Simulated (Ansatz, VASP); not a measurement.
Rh in VASP and in Ansatz

The input POSCAR:

```
Rh
1.0
    0.0000000000      1.9008071574      1.9008071574
    1.9008071574      0.0000000000      1.9008071574
    1.9008071574      1.9008071574      0.0000000000
Rh
1
Direct
    0.0000000000      0.0000000000      0.0000000000
```

Contents of INCAR.step1:

```
PREC = Accurate
ENCUT = 520
ISMEAR = -1
SIGMA = 0.03
LREAL = F
LASPH = T
NELM = 60
NBANDS = 14
GGA = PE
ALGO = Normal
EDIFF = 1E-4
LWAVE = T
LCHARG = F
```

Contents of INCAR.step2:

```
PREC = Accurate
ENCUT = 520
EDIFF = 1E-7
ISMEAR = -1
SIGMA = 0.03
LREAL = F
LASPH = T
NELM = 60
ALGO = Normal
ISIF = 2
LWAVE = F
LCHARG = F
METAGGA = R2SCAN
LMIXTAU = T
NBANDS = 14
ISTART = 1
```

The input KPOINTS:

```
Automatic mesh
0
Gamma
  14 14 14
```

Input for Ansatz:

```yaml
crystal:
  lattice:
    - [0.0, 1.9008071574, 1.9008071574]
    - [1.9008071574, 0.0, 1.9008071574]
    - [1.9008071574, 1.9008071574, 0.0]
  atoms:
    - { symbol: Rh, position: [0.0, 0.0, 0.0] }
hamiltonian:
  xc: r2scan
  pseudopotentials:
    kind: paw
    azcp:
      Rh: "pseudopotentials/Rh.paw.azcp"
basis:
  ecutwfc: 500
  fft_grid_basis: typed
kpoints:
  mp_grid: { grid: [14, 14, 14], shift: [0, 0, 0] }
magnetization:
  spin_polarized: false
scf:
  occupations: { method: fermi_dirac, width: 0.03 }
  lower_state_search: "off"
output:
  stress: true
```

Alike in both runs: task single point; functional r2SCAN; k mesh 14 × 14 × 14; occupations fermi-dirac, width 0.03 eV; no spin polarisation.

```csv
,VASP,Ansatz
version,VASP 6.6.1,Ansatz 0.2.0
potentials or method,"VASP PAW PBE potentials, release 64 (Rh_pv), cutoff 520 eV","plane waves (500 eV) with PAW, scalar-relativistic"
valence electrons in the cell,15,17
```

```tsv
	VASP	Ansatz	Ansatz less VASP
pressure (GPa)	0.9	-0.3	-1.22
```

VASP's potentials were made for PBE, not for r2SCAN. The functional is the same, so the differences come from potentials, cutoffs and numerics. VASP's potentials hold 15 valence electrons a cell and Ansatz's 17, so a difference there can come from the potentials and not from the codes.
